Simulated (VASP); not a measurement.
# BiTe (Fm-3m) in VASP: further runs

BiTe is run at these levels: PBE; tasks: single point.

Program: VASP 6.6.1. These are calculated values, not measurements. Logs are shortened: lines on timing, memory, paths and dates and some standing lists are left out, and cuts for length are marked.

### 1 The cell of the first run

Symmetry: Fm-3m, No. 225, cubic system. The conventional cell has a = 6.470 Å, b = 6.470 Å, c = 6.470 Å, α = 90.00°, β = 90.00°, γ = 90.00°. Bi (site symmetry m-3m) has 6 Te at 3.23 Å within 4.3 Å. Te (site symmetry m-3m) has 6 Bi at 3.23 Å within 4.3 Å.

### 2 Single point, PBE

File INCAR:

```
PREC = Accurate ; ENCUT = 520
EDIFF = 1E-6 ; ISMEAR = -1
SIGMA = 0.1 ; LREAL = F
LASPH = T ; NELM = 80
ALGO = Normal ; ISIF = 2
LWAVE = F ; LCHARG = F
GGA = PE ; NBANDS = 18
```

File KPOINTS:

```
regular mesh
0
Gamma
  8 8 8
```

File POSCAR:

```
BiTe
1.0
    0.0000000000      3.2350000000      3.2350000000
    3.2350000000      0.0000000000      3.2350000000
    3.2350000000      3.2350000000      0.0000000000
Bi Te
1 1
Direct
    0.0000000000      0.0000000000      0.0000000000
    0.5000000000      0.5000000000      0.5000000000
```

Potentials or basis: VASP PAW PBE potentials, release 64 (Bi_d, Te).

On the command line:

```bash
$ cat potpaw_PBE.64/Bi_d/POTCAR potpaw_PBE.64/Te/POTCAR > POTCAR
$ mpirun -np 1 vasp_std > vasp.out
```

OUTCAR:

```text
PREC = Accurate
   ENCUT = 520
   EDIFF = 1E-6
   ISMEAR = -1
   LREAL = F
   LASPH = T
   NELM = 80
   ISIF = 2
   GGA = PE

 ion  position               nearest neighbor table
   1  0.000  0.000  0.000-   2 3.23   2 3.23   2 3.23   2 3.23   2 3.23   2 3.23
   2  0.500  0.500  0.500-   1 3.23   1 3.23   1 3.23   1 3.23   1 3.23   1 3.23

  LATTYP: Found a face centered cubic cell.
 ALAT       =     6.4700000000

  Lattice vectors:

 A1 = (   0.0000000000,   3.2350000000,   3.2350000000)
 A2 = (   3.2350000000,   0.0000000000,   3.2350000000)
 A3 = (   3.2350000000,   3.2350000000,   0.0000000000)

Analysis of symmetry for initial positions (statically):
=====================================================================
 Subroutine PRICEL returns:
 Original cell was already a primitive cell.

 Routine SETGRP: Setting up the symmetry group for a
 face centered cubic supercell.

 Subroutine GETGRP returns: Found 48 space group operations
 (whereof 48 operations were pure point group operations)
 out of a pool of 48 trial point group operations.

The static configuration has the point symmetry O_h .

Analysis of symmetry for dynamics (positions and initial velocities):
=====================================================================
 Subroutine PRICEL returns:
 Original cell was already a primitive cell.

 Routine SETGRP: Setting up the symmetry group for a
 face centered cubic supercell.

 Subroutine GETGRP returns: Found 48 space group operations
 (whereof 48 operations were pure point group operations)
 out of a pool of 48 trial point group operations.

The dynamic configuration has the point symmetry O_h .

 Subroutine INISYM returns: Found 48 space group operations
 (whereof 48 operations are pure point group operations),
 and found     1 'primitive' translations

----------------------------------------------------------------------------------------

                                     Primitive cell

  volume of cell :      67.7100

  direct lattice vectors                    reciprocal lattice vectors
     0.000000000  3.235000000  3.235000000    -0.154559505  0.154559505  0.154559505
     3.235000000  0.000000000  3.235000000     0.154559505 -0.154559505  0.154559505
     3.235000000  3.235000000  0.000000000     0.154559505  0.154559505 -0.154559505

  length of vectors
     4.574980874  4.574980874  4.574980874     0.267704916  0.267704916  0.267704916

  position of ions in fractional coordinates (direct lattice)
     0.000000000  0.000000000  0.000000000
     0.500000000  0.500000000  0.500000000

  ion indices of the primitive-cell ions
   primitive index   ion index
                 1           1
                 2           2

----------------------------------------------------------------------------------------

 KPOINTS: regular mesh

Automatic generation of k-mesh.
 Grid dimensions read from file:
 generate k-points for:    8    8    8

 Generating k-lattice:

  Cartesian coordinates                     Fractional coordinates (reciprocal lattice)
    -0.019319938  0.019319938  0.019319938     0.125000000  0.000000000  0.000000000
     0.019319938 -0.019319938  0.019319938     0.000000000  0.125000000  0.000000000
     0.019319938  0.019319938 -0.019319938     0.000000000  0.000000000  0.125000000

  Length of vectors
     0.033463115  0.033463115  0.033463115

  Shift w.r.t. Gamma in fractional coordinates (k-lattice)
     0.000000000  0.000000000  0.000000000

 Subroutine IBZKPT returns following result:
 ===========================================

 Found     29 irreducible k-points:

 Following reciprocal coordinates:
            Coordinates               Weight
  0.000000  0.000000  0.000000      1.000000
  0.125000  0.000000  0.000000      8.000000
  0.250000  0.000000  0.000000      8.000000
  0.375000  0.000000  0.000000      8.000000
  0.500000  0.000000  0.000000      4.000000
  0.125000  0.125000  0.000000      6.000000
[... 16 lines left out ...]
  0.500000  0.250000  0.125000     48.000000
 -0.375000  0.250000  0.125000     24.000000
 [... further k-points ...]
   k-points           NKPTS =     29   k-points in BZ     NKDIM =     29   number of bands    NBANDS=     18
   number of dos      NEDOS =    301   number of ions     NIONS =      2
   total plane-waves  NPLWV =  46656
   dimension x,y,z NGX =    36 NGY =   36 NGZ =   36
   dimension x,y,z NGXF=    72 NGYF=   72 NGZF=   72
   ions per type =               1   1
   NGX,Y,Z   is equivalent  to a cutoff of  13.08, 13.08, 13.08 a.u.
   NGXF,Y,Z  is equivalent  to a cutoff of  26.16, 26.16, 26.16 a.u.
 SYSTEM =  unknown system
   PREC   = accura    normal or accurate (medium, high low for compatibility)
   ISTART =      0    job   : 0-new  1-cont  2-samecut
   ICHARG =      2    charge: 1-file 2-atom 10-const
   ISPIN  =      1    spin polarized calculation?
   LNONCOLLINEAR =      F non collinear calculations
   LSORBIT =      F    spin-orbit coupling
   LASPH  =      T    aspherical Exc in radial PAW
   ENCUT  =  520.0 eV  38.22 Ry    6.18 a.u.   8.51  8.51  8.51*2*pi/ulx,y,z
   NELM   =     80;   NELMIN=  2; NELMDL= -5     # of ELM steps
   EDIFF  = 0.1E-05   stopping-criterion for ELM
   LREAL  =      F    real-space projection
   EDIFFG = 0.1E-04   stopping-criterion for IOM
   NSW    =      0    number of steps for IOM
   IBRION =     -1    ionic relax: 0-MD 1-quasi-New 2-CG
   NFREE  =      0    steps in history (QN), initial steepest desc. (CG)
   ISIF   =      2    stress and relaxation
   ISYM   =      2    0-nonsym 1-usesym 2-fastsym
   POTIM  = 0.5000    time-step for ionic-motion
   TEBEG  =    0.0;   TEEND  =   0.0 temperature during run
   PSTRESS=    0.0 pullay stress
   NELECT =      21.0000    total number of electrons
   NUPDOWN=      -1.0000    fix difference up-down
   EMIN   =  10.00;   EMAX   =-10.00  energy-range for DOS
   EFERMI =   0.00;   METHOD = LEGACY
   ISMEAR =    -1;   SIGMA  =   0.10  broadening in eV -4-tet -1-fermi 0-gaus
   EFERMI_NEDOS =   21; number of points for ismear=-14 and -15
   IALGO  =     38    algorithm
   IMIX   =      4    mixing-type and parameters
     AMIX     =   0.40;   BMIX     =  1.00
     AMIX_MAG =   1.60;   BMIX_MAG =  1.00
  volume/ion in A,a.u.               =      33.86       228.46
  Fermi-wavevector in a.u.,A,eV,Ry     =   1.108146  2.094092 16.707785  1.227988
  Thomas-Fermi vector in A             =   2.244669
   LORBIT       =      0    0 simple, 1 ext, 2 COOP (PROOUT), +10 PAW based schemes
   GGA     = PE    functional components
[... 5 lines left out ...]
 non-spin polarized calculation
  energy-cutoff  :      520.00
  volume of cell :       67.71
 maximum number of plane-waves:      1847
 NGX is ok and might be reduce to    36
   NGX = 17   NGY = 17   NGZ = 17

 number of electron      21.0000001 magnetization

 Free energy of the ion-electron system (eV)
  ---------------------------------------------------
  ext. energy  EPLUGINS =         0.00000000
  ---------------------------------------------------
  free energy    TOTEN  =        -7.20159624 eV

  energy without entropy =       -7.15840673  energy(sigma->0) =       -7.18000149

 E-fermi :   6.6604     XC(G=0):  -9.4328

 val. band max:        6.6443268794   @ k =  -0.2500   0.2500   0.0000
 cond. band min:       6.8265360195   @ k =   0.3750   0.1250   0.0000
 fundamental gap:      0.1822091401
 Fermi energy:         6.6603591451

 k-point     1 :       0.0000    0.0000    0.0000
  band No.  band energies     occupation
      1     -16.4930      2.00000
      2     -16.4930      2.00000
      3     -16.4902      2.00000
      4     -16.4902      2.00000
      5     -16.4902      2.00000
      6      -6.8718      2.00000
[... 10 lines left out ...]
     17      12.7692      0.00000
     18      13.2121      0.00000

 k-point     2 :       0.1250    0.0000    0.0000
  band No.  band energies     occupation
      1     -16.4935      2.00000
      2     -16.4935      2.00000
      3     -16.4899      2.00000
      4     -16.4893      2.00000
      5     -16.4893      2.00000
      6      -6.7324      2.00000
[... 10 lines left out ...]
     17      13.6703      0.00000
     18      14.0726      0.00000

 k-point     3 :       0.2500    0.0000    0.0000
  band No.  band energies     occupation
      1     -16.4952      2.00000
      2     -16.4952      2.00000
      3     -16.4893      2.00000
      4     -16.4868      2.00000
      5     -16.4868      2.00000
      6      -6.3201      2.00000
[... 10 lines left out ...]
     17      15.4377      0.00000
     18      15.8173      0.00000

 k-point     4 :       0.3750    0.0000    0.0000
  band No.  band energies     occupation
      1     -16.4970      2.00000
      2     -16.4970      2.00000
      3     -16.4886      2.00000
      4     -16.4842      2.00000
      5     -16.4842      2.00000
      6      -5.6573      2.00000
[... 10 lines left out ...]
     17      15.9067      0.00000
     18      17.2976      0.00000

 k-point     5 :       0.5000    0.0000    0.0000
  band No.  band energies     occupation
      1     -16.4977      2.00000
      2     -16.4977      2.00000
      3     -16.4883      2.00000
      4     -16.4831      2.00000
      5     -16.4831      2.00000
      6      -4.9222      2.00000
[... 10 lines left out ...]
     17      14.8555      0.00000
     18      15.8685      0.00000

 k-point     6 :       0.1250    0.1250    0.0000
  band No.  band energies     occupation
      1     -16.4948      2.00000
      2     -16.4923      2.00000
      3     -16.4907      2.00000
      4     -16.4887      2.00000
      5     -16.4887      2.00000
      6      -6.6876      2.00000
[... 307 lines left out ...]
 k-point    21 :       0.5000    0.5000    0.0000
  band No.  band energies     occupation
      1     -16.5070      2.00000
      2     -16.4936      2.00000
      3     -16.4884      2.00000
      4     -16.4797      2.00000
      5     -16.4797      2.00000
      6      -5.1148      2.00000
[... 10 lines left out ...]
     17      16.2873      0.00000
     18      17.2460      0.00000

 k-point    22 :       0.3750    0.2500    0.1250
  band No.  band energies     occupation
      1     -16.4987      2.00000
      2     -16.4930      2.00000
      3     -16.4903      2.00000
      4     -16.4852      2.00000
      5     -16.4846      2.00000
      6      -5.9870      2.00000
[... 10 lines left out ...]
     17      14.4609      0.00000
     18      15.7139      0.00000

 k-point    23 :       0.5000    0.2500    0.1250
  band No.  band energies     occupation
      1     -16.4997      2.00000
      2     -16.4942      2.00000
      3     -16.4887      2.00000
      4     -16.4843      2.00000
      5     -16.4830      2.00000
      6      -5.3826      2.00000
[... 10 lines left out ...]
     17      15.3476      0.00000
     18      16.2219      0.00000

 k-point    24 :      -0.3750    0.2500    0.1250
  band No.  band energies     occupation
      1     -16.4999      2.00000
      2     -16.4950      2.00000
      3     -16.4871      2.00000
      4     -16.4851      2.00000
      5     -16.4821      2.00000
      6      -4.7567      2.00000
[... 10 lines left out ...]
     17      15.6211      0.00000
     18      17.5864      0.00000

 [... further k-points ...]
[... 5 lines left out ...]
  --------------------------------------------------------------------------------------
  -------------------------------------------------------------------------------------
  Total        0.2793853      0.2793853      0.2793853     -0.0000000     -0.0000000     -0.0000000
  in kB        6.6109098      6.6109098      6.6109098     -0.0000000     -0.0000000     -0.0000000
  external PRESSURE =       6.6109098 kB  Pullay stress =       0.0000000 kB

 VOLUME and BASIS-vectors are now :
 -----------------------------------------------------------------------------
  energy-cutoff  :      520.00
  volume of cell :       67.71
      direct lattice vectors                 reciprocal lattice vectors
     0.000000000  3.235000000  3.235000000    -0.154559505  0.154559505  0.154559505
     3.235000000  0.000000000  3.235000000     0.154559505 -0.154559505  0.154559505
     3.235000000  3.235000000  0.000000000     0.154559505  0.154559505 -0.154559505

 POSITION                                       TOTAL-FORCE (eV/Angst)
 -----------------------------------------------------------------------------------
      0.00000      0.00000      0.00000        -0.000000      0.000000     -0.000000
      3.23500      3.23500      3.23500         0.000000     -0.000000      0.000000
 -----------------------------------------------------------------------------------
    total drift:                               -0.000000      0.000000      0.000000

  FREE ENERGIE OF THE ION-ELECTRON SYSTEM (eV)
  ---------------------------------------------------
  free  energy   TOTEN  =        -7.2015962435 eV

  energy  without entropy=       -7.1584067296  energy(sigma->0) =       -7.18000149
```

It took 56 s on 1 thread of AMD EPYC 7R13 (Zen 3), shared host; peak memory 0.18 GiB.

What came out:

```
Free energy : -7.2016 eV
Pressure    : 0.7 GPa
```

Caveat: spin-orbit coupling is left out, which moves the levels of the heavy elements.

### 3 Single point, PBE

This run uses another cell than the first one, of 34.87 Å³/atom, 1.030 times its volume.

File INCAR:

```
SYSTEM = BiTe
  PREC = Accurate
  ENCUT = 520
  EDIFF = 1E-7
  ISMEAR = -1
  SIGMA = 0.1
  LREAL = .False.
  LASPH = .True.
  NELM = 100
  ALGO = Normal
  ISIF = 2
  LWAVE = .False.
  LCHARG = .False.
  GGA = PE
  NBANDS = 18
```

File KPOINTS:

```
Automatic mesh
0
Gamma
  8 8 8
  0 0 0
```

File POSCAR:

```
BiTe
1.0
    0.0000000000      3.2670317862      3.2670317862
    3.2670317862      0.0000000000      3.2670317862
    3.2670317862      3.2670317862      0.0000000000
Bi Te
1 1
Direct
    0.0000000000      0.0000000000      0.0000000000
    0.5000000000      0.5000000000      0.5000000000
```

Potentials or basis: VASP PAW PBE potentials, release 64 (Bi_d, Te).

On the command line:

```bash
$ cat potpaw_PBE.64/Bi_d/POTCAR potpaw_PBE.64/Te/POTCAR > POTCAR
$ mpirun -np 1 vasp_std > vasp.out
```

It took 76 s on 1 thread of AMD EPYC 7R13 (Zen 3), shared host; peak memory 0.18 GiB.

The run converged. Its results:

```
Free energy : -7.2018 eV
Pressure    : -0.7 GPa
```

Levels at points of the mesh, in eV from the Fermi level:
```
           k point  band 7  band 8  band 9  band 10  band 11  band 12  band 13  band 14
(0.00, 0.00, 0.00)   -8.24   -2.48   -2.48    -2.48     2.08     2.08     2.08     4.71
(0.50, 0.00, 0.00)  -11.16   -1.87   -1.87    -1.61    -0.81    -0.58    -0.58     7.26
(0.50, 0.50, 0.00)   -9.95   -5.47   -3.88    -3.88     2.35     3.45     3.45     4.74
```

Caveat: spin-orbit coupling is left out, which moves the levels of the heavy elements.

### 4 Single point, PBE

This run uses another cell than the first one, of 35.89 Å³/atom, 1.060 times its volume.

File INCAR:

```
PREC = Accurate
ENCUT = 520
EDIFF = 1E-6
ISMEAR = -1
SIGMA = 0.1
LREAL = False
LASPH = True
NELM = 100
ALGO = Normal
ISIF = 2
LWAVE = False
LCHARG = False
GGA = PE
NBANDS = 18
```

File KPOINTS:

```
Automatic mesh
0
Gamma
  8 8 8
```

File POSCAR:

```
BiTe
1.0
    0.0000000000      3.2984474805      3.2984474805
    3.2984474805      0.0000000000      3.2984474805
    3.2984474805      3.2984474805      0.0000000000
Bi Te
1 1
Direct
    0.0000000000      0.0000000000      0.0000000000
    0.5000000000      0.5000000000      0.5000000000
```

On the command line:

```bash
$ cat potpaw_PBE.64/Bi_d/POTCAR potpaw_PBE.64/Te/POTCAR > POTCAR
$ mpirun -np 1 vasp_std > vasp.out
```

Run time: 59 s. Hardware: 1 thread of AMD EPYC 7R13 (Zen 3), shared host; peak memory 0.18 GiB.

It converged, with:

```
Free energy : -7.1858 eV
Pressure    : -1.9 GPa
```

Levels at points of the mesh, in eV from the Fermi level:
| k point | band 6 | band 7 | band 8 | band 9 | band 10 | band 11 | band 12 | band 13 | band 14 | band 15 |
| --- | --- | --- | --- | --- | --- | --- | --- | --- | --- | --- |
| (0.00, 0.00, 0.00) | -13.14 | -8.34 | -2.40 | -2.40 | -2.40 | 2.02 | 2.02 | 2.02 | 4.75 | 4.75 |
| (0.50, 0.00, 0.00) | -11.35 | -11.07 | -1.81 | -1.81 | -1.61 | -0.80 | -0.54 | -0.54 | 7.20 | 7.61 |
| (0.50, 0.50, 0.00) | -11.56 | -9.95 | -5.28 | -3.75 | -3.75 | 2.45 | 3.32 | 3.32 | 4.54 | 8.50 |

Caveat: spin-orbit coupling is left out, which moves the levels of the heavy elements.

### 5 Summary

| cell | gap on the mesh (eV) | pressure (GPa) |
| --- | --- | --- |
| a = 4.575 Å, angles 60.0°, 2 atoms | none | 0.7 |
| a = 4.620 Å, angles 60.0°, 2 atoms | none | -0.7 |
| a = 4.665 Å, angles 60.0°, 2 atoms | none | -1.9 |

Alike in all rows: task single point; level PBE; potentials or basis VASP PAW PBE potentials, release 64 (Bi_d, Te); no spin polarisation; k mesh 8 × 8 × 8; cutoff (eV) 520; smearing fermi-dirac 0.1 eV.

Caveats: spin-orbit coupling is left out, which moves the levels of the heavy elements.

Absolute energies hang on the potentials; compare differences alone.
